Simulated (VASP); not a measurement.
Here is a VASP 6.6.1 calculation.

File INCAR:

```
PREC = Accurate ; ENCUT = 520
EDIFF = 1E-6 ; ISMEAR = 0
SIGMA = 0.15 ; LREAL = F
LASPH = T ; NELM = 60
ALGO = Fast ; ISIF = 2
LWAVE = F ; LCHARG = T
GGA = PE ; LELF = T
LVHAR = T ; NBANDS = 25
```

The input KPOINTS:

```
regular mesh
0
Gamma
  12 12 14
```

The input POSCAR:

```
Ti
1.0
    4.6859000000      0.0000000000      0.0000000000
   -2.3429500000      4.0581084396      0.0000000000
    0.0000000000      0.0000000000      3.0583000000
Ti
3
Direct
    0.0000000000      0.0000000000      0.0000000000
    0.3333333333      0.6666666667      0.5000000000
    0.6666666667      0.3333333333      0.5000000000
```

Potentials or basis: VASP PAW PBE potentials, release 64 (Ti_sv).

Launch:

```bash
$ cat potpaw_PBE.64/Ti_sv/POTCAR > POTCAR
$ mpirun -np 1 vasp_std > vasp.out
```

**Question.** What does it give for the pressure?

**Answer.** -11.0 GPa.

**Question.** What does it give for the band gap on the k mesh?

**Answer.** Zero (bands 18 and 19 overlap by 0.37 eV).

Stress tensor (GPa, compression positive):
```
 -8.41   0.00   0.00
  0.00  -8.41   0.00
  0.00   0.00 -16.31
```

Caveat: the cell stands under tension.
